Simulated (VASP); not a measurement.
Input of a VASP 6.6.1 run:

INCAR

```
SYSTEM = ZnS
ALGO     = Normal         ! electronic algorithm
EDIFF    = 1E-6           ! SCF threshold, eV
ENCUT    = 520            ! plane-wave cutoff, eV
GGA      = PE             ! functional
ISIF     = 2              ! what is computed and relaxed
ISMEAR   = -1             ! smearing method
LASPH    = .True.         ! aspherical terms in the spheres
LCHARG   = .False.        ! write CHGCAR
LREAL    = .False.        ! projectors in reciprocal space
LWAVE    = .False.        ! write WAVECAR
NBANDS   = 16             ! bands
NELM     = 100            ! most SCF steps
PREC     = Accurate       ! precision mode
SIGMA    = 0.02           ! smearing width, eV
```

KPOINTS

```
k-points
0
Gamma
  14 14 14
  0 0 0
```

File POSCAR:

```
ZnS
1.0
    0.0000000000      2.7072500000      2.7884675000
    2.7072500000      0.0000000000      2.7884675000
    2.7072500000      2.7072500000      0.0000000000
Zn S
1 1
Direct
    0.0000000000      0.0000000000      0.0000000000
    0.2500000000      0.2500000000      0.2500000000
```

Potentials or basis: VASP PAW PBE potentials, release 64 (Zn, S).

Run with:

```bash
$ cat potpaw_PBE.64/Zn/POTCAR potpaw_PBE.64/S/POTCAR > POTCAR
$ mpirun -np 1 vasp_std > vasp.out
```

Task: Estimate the pressure.

Result: -0.8 GPa.

Task: Estimate the band gap on the k mesh.

Result: 1.92 eV.

Stress tensor (GPa, compression positive):
```
-0.36  0.00  0.00
 0.00 -0.36  0.00
 0.00  0.00 -1.64
```

Caveat: the cell differs from its parent crystal (z stretched by +3 %, then relaxed in part). A k mesh can miss the band edges.
